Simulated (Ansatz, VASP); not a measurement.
## MgSe in VASP and in Ansatz

```
Mg Se
1.0
     0.00000    2.72464    2.72464
     2.72464    0.00000    2.72464
     2.72464    2.72464    0.00000
Mg Se
1 1
Direct
  0.00000 0.00000 0.00000
  0.50000 0.50000 0.50000
```

Alike in both runs: functional PBEsol; k mesh 8 × 8 × 8; occupations gaussian, width 0.02 eV; no spin polarisation.

Ansatz relaxed the structure, and its values are those at the end. VASP's run is a single point on that final structure, the one shown.

```csv
,VASP,Ansatz
version,VASP 6.6.1,Ansatz 0.2.0
potentials or method,"VASP PAW PBE potentials, release 64 (Mg, Se), cutoff 600 eV","scalar-relativistic, plane waves, PAW"
valence electrons in the cell,8,26
```

```csv
,VASP,Ansatz,Ansatz less VASP
gap on the k mesh at the Fermi level (eV),1.76,1.78,+0.014
least direct gap on the mesh (eV),2.51,2.51,0.000
pressure (GPa),0.0,0.0,+0.04
```

VASP's potentials were made for PBE, not for PBEsol, and Ansatz warns of the same on its side. The functional is the same, so the differences come from potentials, cutoffs and numerics. VASP's potentials hold 8 valence electrons a cell and Ansatz's 26, so a difference there can come from the potentials and not from the codes.
